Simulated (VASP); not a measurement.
SiC: single point with HSE06

The system is SiC.

```
Si C
1.0
     0.00000    2.15269    2.15269
     2.15269    0.00000    2.15269
     2.15269    2.15269    0.00000
Si C
1 1
Direct
  0.00000 0.00000 0.00000
  0.25000 0.25000 0.25000
```

- Program: VASP 6.6.1
- Task: single point
- Functional: HSE06
- Potentials or basis: VASP PAW PBE potentials, release 64 (Si, C)
- Cutoff: 520 eV
- k mesh: 6 × 6 × 6
- Occupations: gaussian, width 0.02 eV
- Spin: no spin polarisation
- Dipole correction: no
- Grid for exact exchange (PRECFOCK): Normal
- Further INCAR settings: ALGO = Normal; EDIFF = 1e-07; NBANDS = 11
- Share of exact exchange: 0.25
- Screening parameter: 0.2079 1/Å

| Item | Value |
| --- | --- |
| Pressure | 7.1 GPa |
| Band gap on the k mesh | 2.21 eV (least direct gap 5.78 eV) |

Levels at points of the mesh, in eV from the valence-band top:
```tsv
k point	band 1	band 2	band 3	band 4	band 5	band 6	band 7	band 8	band 9
(0.00, 0.00, 0.00)	-17.29	0.00	0.00	0.00	8.00	8.86	8.86	8.86	16.32
(0.50, 0.00, 0.00)	-13.29	-9.56	-1.17	-1.17	7.00	8.64	8.64	11.77	18.38
(0.50, 0.50, 0.00)	-11.69	-8.66	-3.57	-3.57	2.21	5.52	16.39	16.39	17.28
```

Run time: 7.4 min on 1 thread of AMD EPYC 7R43 64-Core Processor (Zen 3), with other jobs on the host, peak memory 0.2 GiB.

Caveat: the k points lie up to 0.42 Å⁻¹ apart; the PAW data sets were made with another functional, which shifts forces and pressure a little. A k mesh can miss the band edges.
